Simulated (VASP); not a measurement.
# Al5GaP6 (P31m) in VASP: single point with PBE

Aim: the single point of Al5GaP6 with PBE.

All numbers are computed with VASP 6.6.1; they aren't measurements. Logs are shortened: lines on timing, memory, paths and dates and some standing lists are left out, and cuts for length are marked.

### Step 1. The cell of the first run

It takes space group P31m (No. 157, trigonal). Conventional cell: a = 6.732 Å, b = 6.732 Å, c = 6.386 Å, α = 90.00°, β = 90.00°, γ = 120.00°. Al (site symmetry m) has 4 P at 2.38 to 2.39 Å within 3.1 Å. Within 3.1 Å of Al (site symmetry 3) lie 4 P at 2.38 to 2.39 Å. Ga (site symmetry 3m) has 4 P at 2.39 to 2.40 Å within 3.2 Å. Within 3.1 Å of P (site symmetry m) lie 3 Al at 2.38 to 2.39 Å and 1 Ga at 2.39 Å. Within 3.1 Å of P (site symmetry 3) lie 4 Al at 2.38 to 2.39 Å. Within 3.1 Å of P (site symmetry 3m) lie 3 Al at 2.38 Å and 1 Ga at 2.40 Å.

### Step 2. Single point, PBE

INCAR reads:

```
ALGO = Normal
EDIFF = 1E-6
ENCUT = 520
GGA = PE
ISIF = 2
ISMEAR = 0
LASPH = True
LCHARG = True
LELF = True
LREAL = False
LVHAR = True
LWAVE = False
NBANDS = 41
NELM = 100
PREC = Accurate
SIGMA = 0.1
```

KPOINTS reads:

```
k-points
0
Gamma
  3 3 4
```

POSCAR reads:

```
Al5GaP6
1.0
    6.7321684000      0.0000000000      0.0000000000
   -3.3660842000      5.8302289000      0.0000000000
    0.0000000000      0.0000000000      6.3858832000
Al Ga P
5 1 6
Direct
    0.3335270000      0.3335270000      0.9998750000
    0.0000000000      0.6664730000      0.9998750000
    0.6664730000      0.0000000000      0.9998750000
    0.6666667000      0.3333333000      0.5000690000
    0.3333333000      0.6666667000      0.5000690000
    0.0000000000      0.0000000000      0.5012490000
    0.3336980000      0.3336980000      0.3745030000
    0.0000000000      0.6663020000      0.3745030000
    0.6663020000      0.0000000000      0.3745030000
    0.6666667000      0.3333333000      0.8745560000
    0.3333333000      0.6666667000      0.8745560000
    0.0000000000      0.0000000000      0.8763640000
```

Potentials or basis: VASP PAW PBE potentials, release 64 (Al, Ga_d, P).

Command:

```bash
$ cat potpaw_PBE.64/Al/POTCAR potpaw_PBE.64/Ga_d/POTCAR potpaw_PBE.64/P/POTCAR > POTCAR
$ mpirun -np 1 vasp_std > vasp.out
```

OUTCAR:

```text
EDIFF = 1E-6
   ENCUT = 520
   GGA = PE
   ISIF = 2
   ISMEAR = 0
   LASPH = True
   LREAL = False
   NELM = 100
   PREC = Accurate

 ion  position               nearest neighbor table
   1  0.334  0.334  1.000-  12 2.38  10 2.38  11 2.38   7 2.39
   2  0.000  0.666  1.000-  12 2.38  11 2.38  10 2.38   8 2.39
   3  0.666  0.000  1.000-  12 2.38  10 2.38  11 2.38   9 2.39
   4  0.667  0.333  0.500-   9 2.38   8 2.38   7 2.38  10 2.39
   5  0.333  0.667  0.500-   8 2.38   9 2.38   7 2.38  11 2.39
   6  0.000  0.000  0.501-   9 2.39   8 2.39   7 2.39  12 2.40
   7  0.334  0.334  0.375-   4 2.38   5 2.38   6 2.39   1 2.39
   8  0.000  0.666  0.375-   5 2.38   4 2.38   6 2.39   2 2.39
   9  0.666  0.000  0.375-   4 2.38   5 2.38   6 2.39   3 2.39
  10  0.667  0.333  0.875-   3 2.38   2 2.38   1 2.38   4 2.39
  11  0.333  0.667  0.875-   2 2.38   3 2.38   1 2.38   5 2.39
  12  0.000  0.000  0.876-   3 2.38   2 2.38   1 2.38   6 2.40

  LATTYP: Found a hexagonal cell.
 ALAT       =     6.7321684000
 C/A-ratio  =     0.9485626058

  Lattice vectors:

 A1 = (   6.7321684000,   0.0000000000,   0.0000000000)
 A2 = (  -3.3660842000,   5.8302289000,   0.0000000000)
 A3 = (   0.0000000000,   0.0000000000,   6.3858832000)

Analysis of symmetry for initial positions (statically):
=====================================================================
 Subroutine PRICEL returns:
 Original cell was already a primitive cell.

 Routine SETGRP: Setting up the symmetry group for a
 hexagonal supercell.

 Subroutine GETGRP returns: Found  6 space group operations
 (whereof  6 operations were pure point group operations)
 out of a pool of 24 trial point group operations.

The static configuration has the point symmetry C_3v.

Analysis of symmetry for dynamics (positions and initial velocities):
=====================================================================
 Subroutine PRICEL returns:
 Original cell was already a primitive cell.

 Routine SETGRP: Setting up the symmetry group for a
 hexagonal supercell.

 Subroutine GETGRP returns: Found  6 space group operations
 (whereof  6 operations were pure point group operations)
 out of a pool of 24 trial point group operations.

The dynamic configuration has the point symmetry C_3v.

 Subroutine INISYM returns: Found  6 space group operations
 (whereof  6 operations are pure point group operations),
 and found     1 'primitive' translations

----------------------------------------------------------------------------------------

                                     Primitive cell

  volume of cell :     250.6464

  direct lattice vectors                    reciprocal lattice vectors
     6.732168400  0.000000000  0.000000000     0.148540550  0.085759926  0.000000000
    -3.366084200  5.830228900  0.000000000     0.000000000  0.171519852  0.000000000
     0.000000000  0.000000000  6.385883200     0.000000000  0.000000000  0.156595410

  length of vectors
     6.732168400  6.732168437  6.385883200     0.171519853  0.171519852  0.156595410

  position of ions in fractional coordinates (direct lattice)
     0.333527000  0.333527000  0.999875000
     0.000000000  0.666473000  0.999875000
     0.666473000  0.000000000  0.999875000
     0.666666700  0.333333300  0.500069000
     0.333333300  0.666666700  0.500069000
     0.000000000  0.000000000  0.501249000
     0.333698000  0.333698000  0.374503000
     0.000000000  0.666302000  0.374503000
     0.666302000  0.000000000  0.374503000
     0.666666700  0.333333300  0.874556000
     0.333333300  0.666666700  0.874556000
     0.000000000  0.000000000  0.876364000

  ion indices of the primitive-cell ions
   primitive index   ion index
                 1           1
                 2           2
                 3           3
                 4           4
                 5           5
                 6           6
                 7           7
                 8           8
                 9           9
                10          10
                11          11
                12          12

----------------------------------------------------------------------------------------

 KPOINTS: k-points

Automatic generation of k-mesh.
 Grid dimensions read from file:
 generate k-points for:    3    3    4

 Generating k-lattice:

  Cartesian coordinates                     Fractional coordinates (reciprocal lattice)
     0.049513517  0.028586642  0.000000000     0.333333333  0.000000000  0.000000000
     0.000000000  0.057173284  0.000000000     0.000000000  0.333333333  0.000000000
     0.000000000  0.000000000  0.039148853     0.000000000  0.000000000  0.250000000

  Length of vectors
     0.057173284  0.057173284  0.039148853

  Shift w.r.t. Gamma in fractional coordinates (k-lattice)
     0.000000000  0.000000000  0.000000000

 Subroutine IBZKPT returns following result:
 ===========================================

 Found     10 irreducible k-points:

 Following reciprocal coordinates:
            Coordinates               Weight
  0.000000  0.000000  0.000000      1.000000
  0.333333  0.000000  0.000000      6.000000
  0.333333  0.333333  0.000000      2.000000
  0.000000  0.000000  0.250000      2.000000
  0.333333  0.000000  0.250000     12.000000
  0.333333  0.333333  0.250000      2.000000
 -0.333333 -0.333333  0.250000      2.000000
  0.000000  0.000000  0.500000      1.000000
  0.333333  0.000000  0.500000      6.000000
  0.333333  0.333333  0.500000      2.000000
   k-points           NKPTS =     10   k-points in BZ     NKDIM =     10   number of bands    NBANDS=     41
   number of dos      NEDOS =    301   number of ions     NIONS =     12
   total plane-waves  NPLWV = 120000
   dimension x,y,z NGX =    50 NGY =   50 NGZ =   48
   dimension x,y,z NGXF=   100 NGYF=  100 NGZF=   96
   ions per type =               5   1   6
   NGX,Y,Z   is equivalent  to a cutoff of  12.35, 12.35, 12.50 a.u.
   NGXF,Y,Z  is equivalent  to a cutoff of  24.69, 24.69, 24.99 a.u.
 SYSTEM =  unknown system
   PREC   = accura    normal or accurate (medium, high low for compatibility)
   ISTART =      0    job   : 0-new  1-cont  2-samecut
   ICHARG =      2    charge: 1-file 2-atom 10-const
   ISPIN  =      1    spin polarized calculation?
   LNONCOLLINEAR =      F non collinear calculations
   LSORBIT =      F    spin-orbit coupling
   LASPH  =      T    aspherical Exc in radial PAW
   ENCUT  =  520.0 eV  38.22 Ry    6.18 a.u.  12.52 12.52 11.87*2*pi/ulx,y,z
   NELM   =    100;   NELMIN=  2; NELMDL= -5     # of ELM steps
   EDIFF  = 0.1E-05   stopping-criterion for ELM
   LREAL  =      F    real-space projection
   EDIFFG = 0.1E-04   stopping-criterion for IOM
   NSW    =      0    number of steps for IOM
   IBRION =     -1    ionic relax: 0-MD 1-quasi-New 2-CG
   NFREE  =      0    steps in history (QN), initial steepest desc. (CG)
   ISIF   =      2    stress and relaxation
   ISYM   =      2    0-nonsym 1-usesym 2-fastsym
   POTIM  = 0.5000    time-step for ionic-motion
   TEBEG  =    0.0;   TEEND  =   0.0 temperature during run
   PSTRESS=    0.0 pullay stress
   NELECT =      58.0000    total number of electrons
   NUPDOWN=      -1.0000    fix difference up-down
   EMIN   =  10.00;   EMAX   =-10.00  energy-range for DOS
   EFERMI =   0.00;   METHOD = LEGACY
   ISMEAR =     0;   SIGMA  =   0.10  broadening in eV -4-tet -1-fermi 0-gaus
   EFERMI_NEDOS =   21; number of points for ismear=-14 and -15
   IALGO  =     38    algorithm
   IMIX   =      4    mixing-type and parameters
     AMIX     =   0.40;   BMIX     =  1.00
     AMIX_MAG =   1.60;   BMIX_MAG =  1.00
  volume/ion in A,a.u.               =      20.89       140.95
  Fermi-wavevector in a.u.,A,eV,Ry     =   1.005072  1.899310 13.744181  1.010169
  Thomas-Fermi vector in A             =   2.137728
   LORBIT       =      0    0 simple, 1 ext, 2 COOP (PROOUT), +10 PAW based schemes
   GGA     = PE    functional components
   LHFCALC =     F    Hartree Fock is set to
   AEXX    =    0.0000 exact exchange contribution
   IVDW    =     0    specifies the selected vdW correction
   LEPSILON=     F    determine dielectric tensor
   LRPA    =     F    only Hartree local field effects (RPA)
 non-spin polarized calculation
 Gauss-broadening in eV      SIGMA  =   0.10
  energy-cutoff  :      520.00
  volume of cell :      250.65
 maximum number of plane-waves:      6792
 NGX is ok and might be reduce to    50
   NGX = 25   NGY = 25   NGZ = 23

 number of electron      57.9999987 magnetization

 Free energy of the ion-electron system (eV)
  ---------------------------------------------------
  ext. energy  EPLUGINS =         0.00000000
  ---------------------------------------------------
  free energy    TOTEN  =       -60.92691300 eV

  energy without entropy =      -60.92691300  energy(sigma->0) =      -60.92691300

 E-fermi :   4.8684     XC(G=0):  -9.1977

 val. band max:        4.4383659357   @ k =   0.0000   0.0000   0.0000
 cond. band min:       6.1712588598   @ k =  -0.3333  -0.3333   0.2500
 fundamental gap:      1.7328929241
 Fermi energy:         4.8684132354

 k-point     1 :       0.0000    0.0000    0.0000
  band No.  band energies     occupation
      1      -9.8354      2.00000
      2      -9.8354      2.00000
      3      -9.8350      2.00000
      4      -9.7496      2.00000
      5      -9.7496      2.00000
      6      -7.1845      2.00000
[... 33 lines left out ...]
     40      10.3746      0.00000
     41      10.3793      0.00000

 k-point     2 :       0.3333    0.0000    0.0000
  band No.  band energies     occupation
      1      -9.8360      2.00000
      2      -9.8358      2.00000
      3      -9.8341      2.00000
      4      -9.7496      2.00000
      5      -9.7495      2.00000
      6      -6.8306      2.00000
[... 346 lines left out ...]
      1      -9.8361      2.00000
      2      -9.8361      2.00000
      3      -9.8320      2.00000
      4      -9.7498      2.00000
      5      -9.7498      2.00000
      6      -5.8396      2.00000
[... 33 lines left out ...]
     40       8.6052      0.00000
     41       8.6052      0.00000

------------------------ aborting loop because EDIFF is reached ----------------------------------------

  FORCE on cell =-STRESS in cart. coord.  units (eV):
  Direction    XX          YY          ZZ          XY          YZ          ZX
  --------------------------------------------------------------------------------------
  -------------------------------------------------------------------------------------
  Total       -0.1290019     -0.1290019     -0.1634777      0.0000000     -0.0000000      0.0000000
  in kB       -0.8246032     -0.8246032     -1.0449789      0.0000000     -0.0000000      0.0000000
  external PRESSURE =      -0.8980618 kB  Pullay stress =       0.0000000 kB

 VOLUME and BASIS-vectors are now :
 -----------------------------------------------------------------------------
  energy-cutoff  :      520.00
  volume of cell :      250.65
      direct lattice vectors                 reciprocal lattice vectors
     6.732168400  0.000000000  0.000000000     0.148540550  0.085759926  0.000000000
    -3.366084200  5.830228900  0.000000000     0.000000000  0.171519852  0.000000000
     0.000000000  0.000000000  6.385883200     0.000000000  0.000000000  0.156595410

 POSITION                                       TOTAL-FORCE (eV/Angst)
 -----------------------------------------------------------------------------------
      1.12268      1.94454      6.38508         0.000220      0.000382      0.000266
     -2.24340      3.88569      6.38508         0.000220     -0.000382      0.000266
      4.48681      0.00000      6.38508        -0.000441     -0.000000      0.000266
      3.36608      1.94341      3.19338         0.000000      0.000000      0.000343
     -0.00000      3.88682      3.19338        -0.000000      0.000000      0.000343
      0.00000      0.00000      3.20092         0.000000      0.000000     -0.000603
      1.12326      1.94554      2.39153         0.002449      0.004241     -0.002253
     -2.24283      3.88469      2.39153         0.002449     -0.004241     -0.002253
      4.48566      0.00000      2.39153        -0.004897     -0.000000     -0.002253
      3.36608      1.94341      5.58481        -0.000000      0.000000      0.000414
     -0.00000      3.88682      5.58481         0.000000      0.000000      0.000414
      0.00000      0.00000      5.59636         0.000000      0.000000      0.005049
 -----------------------------------------------------------------------------------
    total drift:                                0.000002      0.000003      0.000119

  FREE ENERGIE OF THE ION-ELECTRON SYSTEM (eV)
  ---------------------------------------------------
  free  energy   TOTEN  =       -60.9269130018 eV

  energy  without entropy=      -60.9269130018  energy(sigma->0) =      -60.92691300
```

Run time: 86 s. Hardware: 1 thread of Intel Xeon Platinum 8375C at 2.90GHz (Ice Lake), shared host; peak memory 0.37 GiB.

Results:

| Item | Value |
| --- | --- |
| Free energy | -60.9269 eV |
| Pressure | -0.1 GPa |
| Largest force | 0.005 eV/Å |
| Band gap on the k mesh | 1.73 eV, indirect (least direct gap 2.12 eV) |

Forces on the atoms (eV/Å):
```
Al   0.000  0.000  0.000
Al   0.000  0.000  0.000
Al   0.000  0.000  0.000
Al   0.000  0.000  0.000
Al   0.000  0.000  0.000
Ga   0.000  0.000 -0.001
P    0.002  0.004 -0.002
P    0.002 -0.004 -0.002
P   -0.005  0.000 -0.002
P    0.000  0.000  0.000
P    0.000  0.000  0.000
P    0.000  0.000  0.005
```

Levels at points of the mesh, in eV from the valence-band top:
```
           k point  band 26  band 27  band 28  band 29  band 30  band 31  band 32  band 33
(0.00, 0.00, 0.00)    -0.96    -0.13     0.00     0.00     2.12     2.29     2.29     2.90
(0.00, 0.00, 0.50)    -0.57    -0.57    -0.48    -0.48     2.43     3.00     3.08     3.08
```

A k mesh can miss the band edges.
